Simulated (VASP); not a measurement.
# MoS2 (P6_3/mmc) in VASP: a series of runs

Runs on MoS2. Level: PBEsol. Tasks: single point.

Program: VASP 6.6.1. These are calculated values, not measurements. Logs are shortened: lines on timing, memory, paths and dates and some standing lists are left out, and cuts for length are marked.

## (1) The cell of the first run

Symmetry: P6_3/mmc, No. 194, hexagonal system. Conventional cell: a = 3.047 Å, b = 3.047 Å, c = 11.942 Å, α = 90.00°, β = 90.00°, γ = 120.00°. Mo (site symmetry -6m2) has 6 S at 2.30 Å within 3.0 Å. S (site symmetry 3m) has 3 Mo at 2.30 Å and 1 S at 2.96 Å within 3.0 Å.

## (2) Single point, PBEsol

File INCAR:

```
PREC     = Accurate       # precision mode
ENCUT    = 520            # plane-wave cutoff, eV
EDIFF    = 1E-6           # SCF threshold, eV
ISMEAR   = 1              # smearing method
SIGMA    = 0.115          # smearing width, eV
LREAL    = F              # projectors in reciprocal space
LASPH    = T              # aspherical terms in the spheres
NELM     = 60             # most SCF steps
ALGO     = Normal         # electronic algorithm
ISIF     = 2              # what is computed and relaxed
LWAVE    = F              # write WAVECAR
LCHARG   = F              # write CHGCAR
GGA      = PS             # functional
NBANDS   = 35             # bands
```

File KPOINTS:

```
regular mesh
0
Gamma
  12 12 2
```

File POSCAR:

```
MoS2
1.0
    3.0474000000      0.0000000000      0.0000000000
   -1.5237000000      2.6391258155      0.0000000000
    0.0000000000      0.0000000000     11.9418000000
Mo S
2 4
Direct
    0.3333333333      0.6666666667      0.2500000000
    0.6666666667      0.3333333333      0.7500000000
    0.3333333333      0.6666666667      0.6259932117
    0.6666666667      0.3333333333      0.1259932117
    0.3333333333      0.6666666667      0.8740067883
    0.6666666667      0.3333333333      0.3740067883
```

Potentials or basis: VASP PAW PBE potentials, release 64 (Mo_sv, S).

Command:

```
$ cat potpaw_PBE.64/Mo_sv/POTCAR potpaw_PBE.64/S/POTCAR > POTCAR
$ mpirun -np 1 vasp_std > vasp.out
```

OUTCAR:

```text
PREC = Accurate
   ENCUT = 520
   EDIFF = 1E-6
   ISMEAR = 1
   LREAL = F
   LASPH = T
   NELM = 60
   ISIF = 2
   GGA = PS

 ion  position               nearest neighbor table
   1  0.333  0.667  0.250-   4 2.30   6 2.30   4 2.30   6 2.30   4 2.30   6 2.30
   2  0.667  0.333  0.750-   3 2.30   5 2.30   3 2.30   5 2.30   3 2.30   5 2.30
   3  0.333  0.667  0.626-   2 2.30   2 2.30   2 2.30
   4  0.667  0.333  0.126-   1 2.30   1 2.30   1 2.30
   5  0.333  0.667  0.874-   2 2.30   2 2.30   2 2.30
   6  0.667  0.333  0.374-   1 2.30   1 2.30   1 2.30

  LATTYP: Found a hexagonal cell.
 ALAT       =     3.0474000000
 C/A-ratio  =     3.9186847805

  Lattice vectors:

 A1 = (   3.0474000000,   0.0000000000,   0.0000000000)
 A2 = (  -1.5237000000,   2.6391258155,   0.0000000000)
 A3 = (   0.0000000000,   0.0000000000,  11.9418000000)

Analysis of symmetry for initial positions (statically):
=====================================================================
 Subroutine PRICEL returns:
 Original cell was already a primitive cell.

 Routine SETGRP: Setting up the symmetry group for a
 hexagonal supercell.

 Subroutine GETGRP returns: Found 24 space group operations
 (whereof 12 operations were pure point group operations)
 out of a pool of 24 trial point group operations.

The static configuration has the point symmetry D_3d.
 The point group associated with its full space group is D_6h.

Analysis of symmetry for dynamics (positions and initial velocities):
=====================================================================
 Subroutine PRICEL returns:
 Original cell was already a primitive cell.

 Routine SETGRP: Setting up the symmetry group for a
 hexagonal supercell.

 Subroutine GETGRP returns: Found 24 space group operations
 (whereof 12 operations were pure point group operations)
 out of a pool of 24 trial point group operations.

The dynamic configuration has the point symmetry D_3d.
 The point group associated with its full space group is D_6h.

 Subroutine INISYM returns: Found 24 space group operations
 (whereof 12 operations are pure point group operations),
 and found     1 'primitive' translations

----------------------------------------------------------------------------------------

                                     Primitive cell

  volume of cell :      96.0416

  direct lattice vectors                    reciprocal lattice vectors
     3.047400000  0.000000000  0.000000000     0.328148586  0.189456674  0.000000000
    -1.523700000  2.639125815  0.000000000     0.000000000  0.378913349  0.000000000
     0.000000000  0.000000000 11.941800000     0.000000000  0.000000000  0.083739470

  length of vectors
     3.047400000  3.047400000 11.941800000     0.378913349  0.378913349  0.083739470

  position of ions in fractional coordinates (direct lattice)
     0.333333333  0.666666667  0.250000000
     0.666666667  0.333333333  0.750000000
     0.333333333  0.666666667  0.625993212
     0.666666667  0.333333333  0.125993212
     0.333333333  0.666666667  0.874006788
     0.666666667  0.333333333  0.374006788

  ion indices of the primitive-cell ions
   primitive index   ion index
                 1           1
                 2           2
                 3           3
                 4           4
                 5           5
                 6           6

----------------------------------------------------------------------------------------

 KPOINTS: regular mesh

Automatic generation of k-mesh.
 Grid dimensions read from file:
 generate k-points for:   12   12    2

 Generating k-lattice:

  Cartesian coordinates                     Fractional coordinates (reciprocal lattice)
     0.027345715  0.015788056  0.000000000     0.083333333 -0.000000000  0.000000000
     0.000000000  0.031576112  0.000000000     0.000000000  0.083333333  0.000000000
     0.000000000  0.000000000  0.041869735     0.000000000  0.000000000  0.500000000

  Length of vectors
     0.031576112  0.031576112  0.041869735

  Shift w.r.t. Gamma in fractional coordinates (k-lattice)
     0.000000000  0.000000000  0.000000000

 Subroutine IBZKPT returns following result:
 ===========================================

 Found     38 irreducible k-points:

 Following reciprocal coordinates:
            Coordinates               Weight
  0.000000  0.000000  0.000000      1.000000
  0.083333  0.000000  0.000000      6.000000
  0.166667  0.000000  0.000000      6.000000
  0.250000 -0.000000  0.000000      6.000000
  0.333333  0.000000  0.000000      6.000000
  0.416667 -0.000000  0.000000      6.000000
[... 16 lines left out ...]
  0.250000 -0.000000  0.500000      6.000000
  0.333333  0.000000  0.500000      6.000000
 [... further k-points ...]
   k-points           NKPTS =     38   k-points in BZ     NKDIM =     38   number of bands    NBANDS=     35
   number of dos      NEDOS =    301   number of ions     NIONS =      6
   total plane-waves  NPLWV =  51840
   dimension x,y,z NGX =    24 NGY =   24 NGZ =   90
   dimension x,y,z NGXF=    48 NGYF=   48 NGZF=  180
   ions per type =               2   4
   NGX,Y,Z   is equivalent  to a cutoff of  13.09, 13.09, 12.53 a.u.
   NGXF,Y,Z  is equivalent  to a cutoff of  26.19, 26.19, 25.06 a.u.
 SYSTEM =  unknown system
   PREC   = accura    normal or accurate (medium, high low for compatibility)
   ISTART =      0    job   : 0-new  1-cont  2-samecut
   ICHARG =      2    charge: 1-file 2-atom 10-const
   ISPIN  =      1    spin polarized calculation?
   LNONCOLLINEAR =      F non collinear calculations
   LSORBIT =      F    spin-orbit coupling
   LASPH  =      T    aspherical Exc in radial PAW
   ENCUT  =  520.0 eV  38.22 Ry    6.18 a.u.   5.67  5.67 22.20*2*pi/ulx,y,z
   NELM   =     60;   NELMIN=  2; NELMDL= -5     # of ELM steps
   EDIFF  = 0.1E-05   stopping-criterion for ELM
   LREAL  =      F    real-space projection
   EDIFFG = 0.1E-04   stopping-criterion for IOM
   NSW    =      0    number of steps for IOM
   IBRION =     -1    ionic relax: 0-MD 1-quasi-New 2-CG
   NFREE  =      0    steps in history (QN), initial steepest desc. (CG)
   ISIF   =      2    stress and relaxation
   ISYM   =      2    0-nonsym 1-usesym 2-fastsym
   POTIM  = 0.5000    time-step for ionic-motion
   TEBEG  =    0.0;   TEEND  =   0.0 temperature during run
   PSTRESS=    0.0 pullay stress
   NELECT =      52.0000    total number of electrons
   NUPDOWN=      -1.0000    fix difference up-down
   EMIN   =  10.00;   EMAX   =-10.00  energy-range for DOS
   EFERMI =   0.00;   METHOD = LEGACY
   ISMEAR =     1;   SIGMA  =   0.12  broadening in eV -4-tet -1-fermi 0-gaus
   EFERMI_NEDOS =   21; number of points for ismear=-14 and -15
   IALGO  =     38    algorithm
   IMIX   =      4    mixing-type and parameters
     AMIX     =   0.40;   BMIX     =  1.00
     AMIX_MAG =   1.60;   BMIX_MAG =  1.00
  volume/ion in A,a.u.               =      16.01       108.02
  Fermi-wavevector in a.u.,A,eV,Ry     =   1.334308  2.521477 24.223519  1.780378
  Thomas-Fermi vector in A             =   2.463100
   LORBIT       =      0    0 simple, 1 ext, 2 COOP (PROOUT), +10 PAW based schemes
   GGA     = PS    functional components
   LHFCALC =     F    Hartree Fock is set to
   AEXX    =    0.0000 exact exchange contribution
   IVDW    =     0    specifies the selected vdW correction
   LEPSILON=     F    determine dielectric tensor
   LRPA    =     F    only Hartree local field effects (RPA)
 non-spin polarized calculation
 Methfessel and Paxton  Order N= 1 SIGMA  =   0.12
  energy-cutoff  :      520.00
  volume of cell :       96.04
 maximum number of plane-waves:      2612
 NGX is ok and might be reduce to    24

 number of electron      52.0000001 magnetization

 Free energy of the ion-electron system (eV)
  ---------------------------------------------------
  ext. energy  EPLUGINS =         0.00000000
  ---------------------------------------------------
  free energy    TOTEN  =       -46.15945316 eV

  energy without entropy =      -46.15947855  energy(sigma->0) =      -46.15946163

 E-fermi :   9.1484     XC(G=0): -11.4926

 val. band max:        9.0522565326   @ k =   0.0000   0.0000   0.0000
 cond. band min:       9.8547200588   @ k =   0.1667   0.1667   0.0000
 fundamental gap:      0.8024635262
 Fermi energy:         9.1484111084

 k-point     1 :       0.0000    0.0000    0.0000
  band No.  band energies     occupation
      1     -52.4486      2.00000
      2     -52.4486      2.00000
      3     -26.7858      2.00000
      4     -26.7855      2.00000
      5     -26.3976      2.00000
      6     -26.3976      2.00000
[... 27 lines left out ...]
     34      11.9005      0.00000
     35      14.7099      0.00000

 k-point     2 :       0.0833    0.0000    0.0000
  band No.  band energies     occupation
      1     -52.4439      2.00000
      2     -52.4439      2.00000
      3     -26.7767      2.00000
      4     -26.7766      2.00000
      5     -26.4413      2.00000
      6     -26.4413      2.00000
[... 27 lines left out ...]
     34      11.7546      0.00000
     35      15.2591      0.00000

 k-point     3 :       0.1667    0.0000    0.0000
  band No.  band energies     occupation
      1     -52.4310      2.00000
      2     -52.4310      2.00000
      3     -26.7521      2.00000
      4     -26.7519      2.00000
      5     -26.5592      2.00000
      6     -26.5592      2.00000
[... 27 lines left out ...]
     34      12.1294      0.00000
     35      16.4511      0.00000
[... 723 lines left out ...]
 k-point    23 :       0.2500   -0.0000    0.5000
  band No.  band energies     occupation
      1     -52.4133      2.00000
      2     -52.4133      2.00000
      3     -26.7181      2.00000
      4     -26.7181      2.00000
      5     -26.7170      2.00000
      6     -26.7170      2.00000
[... 27 lines left out ...]
     34      12.6160      0.00000
     35      16.4448      0.00000

 k-point    24 :       0.3333    0.0000    0.5000
  band No.  band energies     occupation
      1     -52.3955      2.00000
      2     -52.3955      2.00000
      3     -26.8712      2.00000
      4     -26.8712      2.00000
      5     -26.6841      2.00000
      6     -26.6841      2.00000
[... 27 lines left out ...]
     34      12.9989      0.00000
     35      15.6565      0.00000

 [... further k-points ...]

------------------------ aborting loop because EDIFF is reached ----------------------------------------

  FORCE on cell =-STRESS in cart. coord.  units (eV):
  Direction    XX          YY          ZZ          XY          YZ          ZX
  --------------------------------------------------------------------------------------
  -------------------------------------------------------------------------------------
  Total       12.0673887     12.0673887     15.7702486      0.0000000     -0.0000000      0.0000000
  in kB      201.3096216    201.3096216    263.0811742      0.0000000     -0.0000000      0.0000000
  external PRESSURE =     221.9001392 kB  Pullay stress =       0.0000000 kB

 VOLUME and BASIS-vectors are now :
 -----------------------------------------------------------------------------
  energy-cutoff  :      520.00
  volume of cell :       96.04
      direct lattice vectors                 reciprocal lattice vectors
     3.047400000  0.000000000  0.000000000     0.328148586  0.189456674  0.000000000
    -1.523700000  2.639125815  0.000000000     0.000000000  0.378913349  0.000000000
     0.000000000  0.000000000 11.941800000     0.000000000  0.000000000  0.083739470

 POSITION                                       TOTAL-FORCE (eV/Angst)
 -----------------------------------------------------------------------------------
     -0.00000      1.75942      2.98545        -0.000000     -0.000000     -0.000000
      1.52370      0.87971      8.95635         0.000000     -0.000000     -0.000000
     -0.00000      1.75942      7.47549        -0.000000      0.000000     -2.519939
      1.52370      0.87971      1.50459        -0.000000     -0.000000     -2.519939
     -0.00000      1.75942     10.43721        -0.000000      0.000000      2.519939
      1.52370      0.87971      4.46631        -0.000000     -0.000000      2.519939
 -----------------------------------------------------------------------------------
    total drift:                               -0.000000      0.000000     -0.000000

  FREE ENERGIE OF THE ION-ELECTRON SYSTEM (eV)
  ---------------------------------------------------
  free  energy   TOTEN  =       -46.1594531644 eV

  energy  without entropy=      -46.1594785489  energy(sigma->0) =      -46.15946163
```

It took 1.7 min on 1 thread of Intel Xeon Platinum 8375C at 2.90GHz (Ice Lake), shared host; peak memory 0.26 GiB.

Results:

```yaml
Free_energy: -46.1595 eV
Pressure: 22.2 GPa
Largest_force: 2.520 eV/Å
Band_gap_on_the_k_mesh: 0.80 eV, indirect (least direct gap 1.88 eV)
```

Forces in eV/Å, atoms in the order of the input:
```
Mo   0.000  0.000  0.000
Mo   0.000  0.000  0.000
S    0.000  0.000 -2.520
S    0.000  0.000 -2.520
S    0.000  0.000  2.520
S    0.000  0.000  2.520
```

Levels at points of the mesh, in eV from the valence-band top:
```tsv
k point	band 23	band 24	band 25	band 26	band 27	band 28	band 29	band 30
(0.00, 0.00, 0.00)	-2.67	-1.57	-1.39	0.00	2.23	2.23	2.24	2.24
(0.50, 0.00, 0.00)	-1.99	-1.79	-1.75	-1.63	1.70	1.76	2.18	2.51
(0.00, 0.00, 0.50)	-2.69	-2.69	-0.37	-0.37	2.23	2.23	2.23	2.23
(0.50, 0.00, 0.50)	-1.89	-1.89	-1.68	-1.68	1.73	1.73	2.36	2.36
```

Caveat: the PAW data sets were made with another functional, which shifts forces and pressure a little; this functional lacks dispersion, which binds the layers, so the pressure and a relaxed spacing across them are unreliable.

## (3) Single point, PBEsol

This run uses another cell than the first one, of the same volume but with other edges.

File INCAR:

```
SYSTEM = MoS2
PREC = Accurate
ENCUT = 520
EDIFF = 1E-6
ISMEAR = 1
SIGMA = 0.162
LREAL = .FALSE.
LASPH = .TRUE.
NELM = 60
ALGO = Normal
ISIF = 2
LWAVE = .FALSE.
LCHARG = .FALSE.
GGA = PS
NBANDS = 35
```

File KPOINTS:

```
regular mesh
0
G
  12 12 2
  0 0 0
```

Changes to POSCAR since step 2:

```diff
@@ -2,5 +2,5 @@
 1.0
-    3.0474000000      0.0000000000      0.0000000000
-   -1.5237000000      2.6391258155      0.0000000000
-    0.0000000000      0.0000000000     11.9418000000
+    2.9846000000      0.0000000000      0.0000000000
+   -1.4923000000      2.5847394201      0.0000000000
+    0.0000000000      0.0000000000     12.4446000000
 Mo S
```

Potentials or basis: VASP PAW PBE potentials, release 64 (Mo_sv, S).

Command:

```
$ cat potpaw_PBE.64/Mo_sv/POTCAR potpaw_PBE.64/S/POTCAR > POTCAR
$ mpirun -np 1 vasp_std > vasp.out
```

OUTCAR:

```text
SYSTEM = MoS2
   PREC = Accurate
   ENCUT = 520
   EDIFF = 1E-6
   ISMEAR = 1
   LREAL = .FALSE.
   LASPH = .TRUE.
   NELM = 60
   ISIF = 2
   GGA = PS

 ion  position               nearest neighbor table
   1  0.333  0.667  0.250-   4 2.31   6 2.31   4 2.31   6 2.31   4 2.31   6 2.31
   2  0.667  0.333  0.750-   3 2.31   5 2.31   3 2.31   5 2.31   3 2.31   5 2.31
   3  0.333  0.667  0.626-   2 2.31   2 2.31   2 2.31
   4  0.667  0.333  0.126-   1 2.31   1 2.31   1 2.31
   5  0.333  0.667  0.874-   2 2.31   2 2.31   2 2.31
   6  0.667  0.333  0.374-   1 2.31   1 2.31   1 2.31

[... 1121 lines left out ...]
  -------------------------------------------------------------------------------------
  Total       14.2184961     14.2184961     10.2894581      0.0000000      0.0000000      0.0000000
  in kB      237.2905284    237.2905284    171.7193520      0.0000000      0.0000000      0.0000000
  external PRESSURE =     215.4334696 kB  Pullay stress =       0.0000000 kB

 VOLUME and BASIS-vectors are now :
 -----------------------------------------------------------------------------
  energy-cutoff  :      520.00
  volume of cell :       96.00
      direct lattice vectors                 reciprocal lattice vectors
     2.984600000  0.000000000  0.000000000     0.335053273  0.193443098  0.000000000
    -1.492300000  2.584739420  0.000000000     0.000000000  0.386886195  0.000000000
     0.000000000  0.000000000 12.444600000     0.000000000  0.000000000  0.080356138

 POSITION                                       TOTAL-FORCE (eV/Angst)
 -----------------------------------------------------------------------------------
     -0.00000      1.72316      3.11115         0.000000     -0.000000      0.000000
      1.49230      0.86158      9.33345        -0.000000      0.000000      0.000000
     -0.00000      1.72316      7.79024         0.000000     -0.000000     -1.625826
      1.49230      0.86158      1.56794         0.000000      0.000000     -1.625826
     -0.00000      1.72316     10.87666         0.000000     -0.000000      1.625826
      1.49230      0.86158      4.65436        -0.000000      0.000000      1.625826
 -----------------------------------------------------------------------------------
    total drift:                                0.000000     -0.000000      0.000000

  FREE ENERGIE OF THE ION-ELECTRON SYSTEM (eV)
  ---------------------------------------------------
  free  energy   TOTEN  =       -46.1508653365 eV

  energy  without entropy=      -46.1512125604  energy(sigma->0) =      -46.15098108
```

stdout:

```text
POSCAR found type information on POSCAR MoS
 POSCAR found :  2 types and       6 ions
 scaLAPACK will be used
 -----------------------------------------------------------------------------
|                                                                             |
|                                                                             |
|     You enforced a specific xc type in the INCAR file but a different       |
|     I HOPE YOU KNOW WHAT YOU ARE DOING!                                     |
|                                                                             |
 -----------------------------------------------------------------------------

 LDA part: xc-table for (Slater+PW92), standard interpolation
 POSCAR, INCAR and KPOINTS ok, starting setup
 FFT: planning ... GRIDC
 FFT: planning ... GRID_SOFT
 FFT: planning ... GRID
 WAVECAR not read
 entering main loop
```

It took 99 s on 1 thread of Intel Xeon Platinum 8375C at 2.90GHz (Ice Lake), shared host; peak memory 0.27 GiB.

Results:

```
Free energy            : -46.1509 eV
Pressure               : 21.5 GPa
Largest force          : 1.626 eV/Å
Band gap on the k mesh : 1.13 eV, indirect (least direct gap 2.29 eV)
```

Forces on the atoms (eV/Å):
```
Mo   0.000  0.000  0.000
Mo   0.000  0.000  0.000
S    0.000  0.000 -1.626
S    0.000  0.000 -1.626
S    0.000  0.000  1.626
S    0.000  0.000  1.626
```

Caveat: the PAW data sets were made with another functional, which shifts forces and pressure a little; this functional lacks dispersion, which binds the layers, so the pressure and a relaxed spacing across them are unreliable.
